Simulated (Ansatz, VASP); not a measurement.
# Two plane-wave programs on Sb

```xyz
3
Lattice="3.8229 -2.1607 0.0784 3.8229 2.1607 0.0784 -0.0492 0.0000 5.4519" Properties=species:S:1:pos:R:3 pbc="T T T"
Sb    2.5157    0.0000    3.6868
Sb    5.0809    0.0000    1.9218
Sb    0.0000    0.0000    0.0000
```

Alike in both runs: functional PBE; k mesh 6 × 6 × 4; occupations gaussian, width 0.1 eV; no spin polarisation.

Ansatz relaxed the structure, and its values are those at the end. VASP's run is a single point on that final structure, the one shown.

|  | VASP | Ansatz |
| --- | --- | --- |
| version | VASP 6.6.1 | Ansatz 0.2.0 |
| potentials or method | VASP PAW PBE potentials, release 64 (Sb), cutoff 520 eV | scalar-relativistic, plane waves, PAW |
| valence electrons in the cell | 15 | 45 |

```csv
,VASP,Ansatz,Ansatz less VASP
gap on the k mesh at the Fermi level (eV),none,none,-
pressure (GPa),0.1,0.1,+0.02
```

A gap of «none» marks a metal or a gap that the smearing closes. VASP's potentials hold 15 valence electrons a cell and Ansatz's 45, so a difference there can come from the potentials and not from the codes.

Spin-orbit coupling is off throughout.
